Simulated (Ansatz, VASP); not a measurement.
C: VASP beside Ansatz

Contents of INCAR:

```
SYSTEM = C
ALGO = Normal
EDIFF = 1E-7
EDIFFG = -0.04
ENCUT = 600
GGA = PE
GGA_COMPAT = .FALSE.
IBRION = 2
ISIF = 3
ISMEAR = 0
LASPH = .TRUE.
LCHARG = .FALSE.
LREAL = .FALSE.
LWAVE = .FALSE.
NELM = 120
NELMIN = 4
NSW = 90
PREC = Accurate
SIGMA = 0.1
```

Contents of KPOINTS:

```
k-points
0
G
  12 12 2
  0 0 0
```

File POSCAR:

```
C
1.0
    1.2332461097     -2.1360570061      0.0000000000
    1.2332461097      2.1360570061      0.0000000000
    0.0000000000      0.0000000000     12.2664096066
C
6
Direct
    0.1666743790      0.8333256210      0.6711359690
    0.8333256210      0.1666743790      0.6711359690
    0.8333256210      0.1666743790      0.3288640310
    0.1666743790      0.8333256210      0.3288640310
    0.3333193128      0.6666806872      0.0000000000
    0.6666806872      0.3333193128      0.0000000000
```

Input for Ansatz:

```yaml
crystal:
  lattice:
    - [1.2332461097, -2.1360570061, 0.0]
    - [1.2332461097, 2.1360570061, 0.0]
    - [0.0, 0.0, 12.2664096066]
  atoms:
    - { symbol: C, position: [0.166674379, 0.833325621, 0.671135969] }
    - { symbol: C, position: [0.833325621, 0.166674379, 0.671135969] }
    - { symbol: C, position: [0.833325621, 0.166674379, 0.328864031] }
    - { symbol: C, position: [0.166674379, 0.833325621, 0.328864031] }
    - { symbol: C, position: [0.3333193128, 0.6666806872, 0.0] }
    - { symbol: C, position: [0.6666806872, 0.3333193128, 0.0] }
basis:
  ecutwfc: 420
kpoints:
  mp_grid: { grid: [12, 12, 2] }
hamiltonian:
  xc: pbe
scf:
  occupations: { method: gaussian, width: 0.1 }
  lower_state_search: "off"
output:
  forces: true
  stress: true
  eigenvalues: true
relax:
  adjacent_minimum: "off"
  f_tol: 0.04
  max_steps: 70
  cell: { stress_tol: 0.4 }
```

Alike in both runs: task relaxation of cell and atoms; functional PBE; k mesh 12 × 12 × 2; occupations gaussian, width 0.1 eV; no spin polarisation.

```csv
,VASP,Ansatz
version,VASP 6.6.1,Ansatz 0.2.0
potentials or method,"VASP PAW PBE potentials, release 64 (C), cutoff 600 eV","scalar-relativistic, plane waves, PAW"
valence electrons in the cell,24,24
```

```tsv
	VASP	Ansatz	Ansatz less VASP
gap on the k mesh at the Fermi level, each at its own relaxed structure (eV)	none	none	-
relaxed volume (Å³/atom)	10.77	10.77	0.000
relaxed cell length with the largest relative difference (Å)	2.466	2.466	0.0000
```

A gap of «none» marks a metal or a gap that the smearing closes.

Noted on VASP's run: the relaxation stopped at its first step, so nothing moved.
